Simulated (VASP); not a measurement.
A run of VASP 6.6.1 is set up as follows.

The input POSCAR:

```
Zr2N
1.0
    5.4143596014      0.0000000000      0.0000000000
    0.0000000000      5.4143596014      0.0000000000
    0.0000000000      0.0000000000      3.3037933909
Zr N
4 2
Direct
    0.2969898620      0.2969898620      0.0000000000
    0.7030101380      0.7030101380      0.0000000000
    0.7969898620      0.2030101380      0.5000000000
    0.2030101380      0.7969898620      0.5000000000
    0.0000000000      0.0000000000      0.0000000000
    0.5000000000      0.5000000000      0.5000000000
```

The input INCAR.step1:

```
  ALGO = Normal
  EDIFF = 1E-4
  ENCUT = 520
  GGA = PE
  ISMEAR = 0
  LASPH = True
  LCHARG = False
  LREAL = False
  LWAVE = True
  NBANDS = 38
  NELM = 100
  PREC = Accurate
  SIGMA = 0.1
```

INCAR.step2

```
  ALGO = Normal
  EDIFF = 1E-6
  ENCUT = 520
  ISIF = 2
  ISMEAR = 0
  ISTART = 1
  LASPH = True
  LCHARG = False
  LMIXTAU = True
  LREAL = False
  LWAVE = False
  METAGGA = R2SCAN
  NBANDS = 38
  NELM = 100
  PREC = Accurate
  SIGMA = 0.1
```

Contents of KPOINTS:

```
k-points
0
Gamma
  4 4 8
```

Potentials or basis: VASP PAW PBE potentials, release 64 (Zr_sv, N).

Run with:

```console
$ cat potpaw_PBE.64/Zr_sv/POTCAR potpaw_PBE.64/N/POTCAR > POTCAR
$ cp INCAR.step1 INCAR
$ mpirun -np 1 vasp_std > vasp.out
$ cp INCAR.step2 INCAR
$ mpirun -np 1 vasp_std > vasp.out
```

What does it give for the largest force?

0.006 eV/Å.

What does it give for the band gap on the k mesh?

Zero (band 29 reaches 11.24 eV, above the bottom of band 30 at 8.61 eV).

Estimate the pressure.

0.1 GPa.

Forces in eV/Å, atoms in the order of the input:
```
Zr  -0.004 -0.004  0.000
Zr   0.004  0.004  0.000
Zr  -0.004  0.004  0.000
Zr   0.004 -0.004  0.000
N    0.000  0.000  0.000
N    0.000  0.000  0.000
```

Caveat: the PAW data sets were made with another functional, which shifts forces and pressure a little.
